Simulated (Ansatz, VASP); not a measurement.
# CdS: VASP beside Ansatz

File POSCAR:

```
CdS
1.0
    0.0000000000      3.0376785371      2.7822571866
    3.0376785371      0.0000000000      2.7822571866
    3.0376785371      3.0376785371      0.0000000000
Cd S
1 1
Direct
    0.0000000000      0.0000000000      0.0000000000
    0.2500000000      0.2500000000      0.2500000000
```

The input INCAR.step1:

```
SYSTEM = CdS
PREC     = Accurate       ! precision mode
ENCUT    = 520            ! plane-wave cutoff, eV
ISMEAR   = 0              ! smearing method
SIGMA    = 0.01           ! smearing width, eV
LREAL    = .False.        ! projectors in reciprocal space
LASPH    = .True.         ! aspherical terms in the spheres
NELM     = 80             ! most SCF steps
NBANDS   = 16             ! bands
GGA      = PE             ! functional
ALGO     = Normal         ! electronic algorithm
EDIFF    = 1E-4           ! SCF threshold, eV
LWAVE    = .True.         ! write WAVECAR
LCHARG   = .False.        ! write CHGCAR
```

Contents of INCAR.step2:

```
SYSTEM = CdS
PREC     = Accurate       ! precision mode
ENCUT    = 520            ! plane-wave cutoff, eV
EDIFF    = 1E-7           ! SCF threshold, eV
ISMEAR   = 0              ! smearing method
SIGMA    = 0.01           ! smearing width, eV
LREAL    = .False.        ! projectors in reciprocal space
LASPH    = .True.         ! aspherical terms in the spheres
NELM     = 80             ! most SCF steps
ALGO     = Normal         ! electronic algorithm
ISIF     = 2              ! what is computed and relaxed
LWAVE    = .False.        ! write WAVECAR
LCHARG   = .True.         ! write CHGCAR
METAGGA  = R2SCAN         ! meta-GGA
LMIXTAU  = .True.       
LELF     = .True.         ! ELF
LVHAR    = .True.       
NBANDS   = 16             ! bands
ISTART   = 1
```

Contents of KPOINTS:

```
Automatic mesh
0
Gamma
  8 8 8
  0 0 0
```

Input for Ansatz:

```yaml
crystal:
  lattice:
    - [0.0, 3.0376785371, 2.7822571866]
    - [3.0376785371, 0.0, 2.7822571866]
    - [3.0376785371, 3.0376785371, 0.0]
  atoms:
    - { symbol: Cd, position: [0.0, 0.0, 0.0] }
    - { symbol: S, position: [0.25, 0.25, 0.25] }
kpoints:
  mp_grid: { grid: [8, 8, 8] }
  band_path:
    path:
      - [0.0, 0.0, 0.0]
      - [-0.5, -0.5, 0.0]
      - [-0.375, -0.375, 0.25]
      - [-0.375, 0.0, 0.375]
      - [0.0, 0.0, 0.5]
      - [-0.5, -0.25, 0.25]
    npoints: 1
hamiltonian:
  xc: r2scan
scf:
  occupations: { method: fixed }
  n_extra_bands: 4
output:
  forces: true
  stress: true
  eigenvalues: true
  write_density: true
  write_potential: true
  elf: true
  volumetric_format: npy
```

Change from the starting cell: epitaxial_xy strain +3.4%.

Alike in both runs: task single point; functional r2SCAN; k mesh 8 × 8 × 8; no spin polarisation.

|  | VASP | Ansatz |
| --- | --- | --- |
| version | VASP 6.6.1 | Ansatz 0.2.0 |
| potentials or method | VASP PAW PBE potentials, release 64 (Cd, S) | plane waves, PAW |
| plane-wave cutoff (eV) | 520 | 500 |
| occupations | gaussian, width 0.01 eV | fixed |
| valence electrons in the cell | 18 | 26 |

VASP gave:

```
gap on the k mesh at the Fermi level (eV)                     : 1.36
pressure (GPa)                                                : -0.6
traceless stress, the component that is largest in VASP (GPa) : 0.90
```

Q: Estimate Ansatz's values.

A: gap on the k mesh at the Fermi level (eV): 1.36; pressure (GPa): -0.9; traceless stress, the component that is largest in VASP (GPa): 0.92.

VASP's potentials were made for PBE, not for r2SCAN. VASP's potentials hold 18 valence electrons a cell and Ansatz's 26, so a difference there can come from the potentials and not from the codes.
